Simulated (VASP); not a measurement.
# P (P4_2/m) in VASP: further runs, part 2 of 2

VASP 6.6.1. Earlier steps stand in the parts before.

## Step 3: Single point, PBE

This run uses another cell than the first one, of 20.20 Å³/atom.

Input file INCAR:

```
PREC = Accurate
ENCUT = 520
EDIFF = 1E-6
ISMEAR = 0
SIGMA = 0.1
LREAL = F
LASPH = T
NELM = 100
ALGO = Normal
ISIF = 2
LWAVE = F
LCHARG = T
GGA = PE
LELF = T
LVHAR = T
NBANDS = 24
```

Input file KPOINTS:

```
regular mesh
0
Gamma
  6 6 4
```

Input file POSCAR:

```
P
1.0
    4.5905913171      0.0000000000      0.0000000000
    0.0000000000      4.5905913171      0.0000000000
    0.0000000000      0.0000000000      5.7511865205
P
6
Direct
    0.0000000000      0.0000000000      0.2500000000
    0.0000000000      0.0000000000      0.7500000000
    0.6733388560      0.1911513229      0.5000000000
    0.3266611440      0.8088486771      0.5000000000
    0.8088486771      0.6733388560      0.0000000000
    0.1911513229      0.3266611440      0.0000000000
```

Potentials or basis: VASP PAW PBE potentials, release 64 (P).

Command:

```bash
$ cat potpaw_PBE.64/P/POTCAR > POTCAR
$ mpirun -np 1 vasp_std > vasp.out
```

OUTCAR:

```text
PREC = Accurate
   ENCUT = 520
   EDIFF = 1E-6
   ISMEAR = 0
   LREAL = F
   LASPH = T
   NELM = 100
   ISIF = 2
   GGA = PE

 ion  position               nearest neighbor table
   1  0.000  0.000  0.250-   3 2.26   4 2.26   5 2.26   6 2.26   2 2.88   2 2.88
   2  0.000  0.000  0.750-   3 2.26   4 2.26   5 2.26   6 2.26   1 2.88   1 2.88
   3  0.673  0.191  0.500-   1 2.26   2 2.26   4 2.37
   4  0.327  0.809  0.500-   1 2.26   2 2.26   3 2.37
   5  0.809  0.673  0.000-   1 2.26   2 2.26   6 2.37
   6  0.191  0.327  0.000-   1 2.26   2 2.26   5 2.37

  LATTYP: Found a simple tetragonal cell.
 ALAT       =     4.5905913171
 C/A-ratio  =     1.2528204153

  Lattice vectors:

 A1 = (   4.5905913171,   0.0000000000,   0.0000000000)
 A2 = (   0.0000000000,   4.5905913171,   0.0000000000)
 A3 = (   0.0000000000,   0.0000000000,   5.7511865205)

Analysis of symmetry for initial positions (statically):
=====================================================================
 Subroutine PRICEL returns:
 Original cell was already a primitive cell.

 Routine SETGRP: Setting up the symmetry group for a
 simple tetragonal supercell.

 Subroutine GETGRP returns: Found  8 space group operations
 (whereof  4 operations were pure point group operations)
 out of a pool of 16 trial point group operations.

The static configuration has the point symmetry C_2h.
 The point group associated with its full space group is C_4h.

Analysis of symmetry for dynamics (positions and initial velocities):
=====================================================================
 Subroutine PRICEL returns:
 Original cell was already a primitive cell.

 Routine SETGRP: Setting up the symmetry group for a
 simple tetragonal supercell.

 Subroutine GETGRP returns: Found  8 space group operations
 (whereof  4 operations were pure point group operations)
 out of a pool of 16 trial point group operations.

The dynamic configuration has the point symmetry C_2h.
 The point group associated with its full space group is C_4h.
[... 130 lines left out ...]
  Thomas-Fermi vector in A             =   2.161867
   LORBIT       =      0    0 simple, 1 ext, 2 COOP (PROOUT), +10 PAW based schemes
   GGA     = PE    functional components
   LHFCALC =     F    Hartree Fock is set to
   AEXX    =    0.0000 exact exchange contribution
   IVDW    =     0    specifies the selected vdW correction
   LEPSILON=     F    determine dielectric tensor
   LRPA    =     F    only Hartree local field effects (RPA)
 non-spin polarized calculation
 Gauss-broadening in eV      SIGMA  =   0.10
  energy-cutoff  :      520.00
  volume of cell :      121.20
 maximum number of plane-waves:      3302
 NGX is ok and might be reduce to    36
   NGX = 17   NGY = 17   NGZ = 21

 number of electron      30.0000000 magnetization

 Free energy of the ion-electron system (eV)
  ---------------------------------------------------
  ext. energy  EPLUGINS =         0.00000000
  ---------------------------------------------------
  free energy    TOTEN  =       -30.56956078 eV

  energy without entropy =      -30.55769616  energy(sigma->0) =      -30.56362847

 E-fermi :   6.2257     XC(G=0):  -9.5489

 val. band max:        6.1856899961   @ k =   0.3333   0.0000   0.0000
 cond. band min:       6.2419728922   @ k =   0.1667   0.1667   0.0000
 fundamental gap:      0.0562828960
 Fermi energy:         6.2257064910

 k-point     1 :       0.0000    0.0000    0.0000
  band No.  band energies     occupation
      1      -9.8357      2.00000
      2      -6.7055      2.00000
      3      -5.4040      2.00000
      4      -3.9621      2.00000
      5      -3.9621      2.00000
      6      -2.6224      2.00000
[... 637 lines left out ...]
     23      10.9356      0.00000
     24      11.0193      0.00000

 [... further k-points ...]

------------------------ aborting loop because EDIFF is reached ----------------------------------------

  FORCE on cell =-STRESS in cart. coord.  units (eV):
  Direction    XX          YY          ZZ          XY          YZ          ZX
  --------------------------------------------------------------------------------------
  -------------------------------------------------------------------------------------
  Total       -0.2004288     -0.2004288     -0.1939406     -0.0000004      0.0000000      0.0000000
  in kB       -2.6495734     -2.6495734     -2.5638024     -0.0000053      0.0000000      0.0000000
  external PRESSURE =      -2.6209831 kB  Pullay stress =       0.0000000 kB

 VOLUME and BASIS-vectors are now :
 -----------------------------------------------------------------------------
  energy-cutoff  :      520.00
  volume of cell :      121.20
      direct lattice vectors                 reciprocal lattice vectors
     4.590591317  0.000000000  0.000000000     0.217836860  0.000000000  0.000000000
     0.000000000  4.590591317  0.000000000     0.000000000  0.217836860  0.000000000
     0.000000000  0.000000000  5.751186521     0.000000000  0.000000000  0.173877164

 POSITION                                       TOTAL-FORCE (eV/Angst)
 -----------------------------------------------------------------------------------
      0.00000      0.00000      1.43780         0.000000      0.000000      0.000000
      0.00000      0.00000      4.31339         0.000000      0.000000     -0.000000
      3.09102      0.87750      2.87559        -0.017968     -0.067057     -0.000000
      1.49957      3.71309      2.87559         0.017968      0.067057     -0.000000
      3.71309      3.09102      0.00000         0.067057     -0.017968      0.000000
      0.87750      1.49957      0.00000        -0.067057      0.017968     -0.000000
 -----------------------------------------------------------------------------------
    total drift:                               -0.000000      0.000000     -0.000000

  FREE ENERGIE OF THE ION-ELECTRON SYSTEM (eV)
  ---------------------------------------------------
  free  energy   TOTEN  =       -30.5695607751 eV

  energy  without entropy=      -30.5576961617  energy(sigma->0) =      -30.56362847
```

stdout:

```text
POSCAR found type information on POSCAR P
 POSCAR found :  1 types and       6 ions
 scaLAPACK will be used
 LDA part: xc-table for (Slater+PW92), standard interpolation
 POSCAR, INCAR and KPOINTS ok, starting setup
 FFT: planning ... GRIDC
 FFT: planning ... GRID_SOFT
 FFT: planning ... GRID
 WAVECAR not read
 entering main loop
```

It took 33 s on 1 thread of Intel Xeon 6975P-C (Granite Rapids), shared host; peak memory 0.25 GiB.

What came out:

```
Free energy            : -30.5696 eV
Pressure               : -0.3 GPa
Largest force          : 0.069 eV/Å
Band gap on the k mesh : zero (bands 15 and 16 overlap by 1.48 eV)
```

Forces on the atoms (eV/Å):
```
P    0.000  0.000  0.000
P    0.000  0.000  0.000
P   -0.018 -0.067  0.000
P    0.018  0.067  0.000
P    0.067 -0.018  0.000
P   -0.067  0.018  0.000
```

Levels at points of the mesh, in eV from the Fermi level:
| k point | band 13 | band 14 | band 15 | band 16 | band 17 | band 18 |
| --- | --- | --- | --- | --- | --- | --- |
| (0.00, 0.00, 0.00) | -3.35 | -2.96 | -1.49 | 0.08 | 0.08 | 1.87 |
| (0.50, 0.00, 0.00) | -2.73 | -2.50 | -0.64 | 0.39 | 0.40 | 1.22 |
| (0.50, 0.50, 0.00) | -1.28 | -1.28 | 0.96 | 1.70 | 1.89 | 2.64 |
| (0.00, 0.00, 0.50) | -2.41 | -2.41 | 0.33 | 0.33 | 0.93 | 0.93 |
| (0.50, 0.00, 0.50) | -3.17 | -2.43 | -1.07 | 0.14 | 1.59 | 1.61 |
| (0.50, 0.50, 0.50) | -1.22 | -1.22 | 0.70 | 0.70 | 1.59 | 1.59 |

The gap in the log of VASP goes by the Fermi energy; the results here count the filled bands.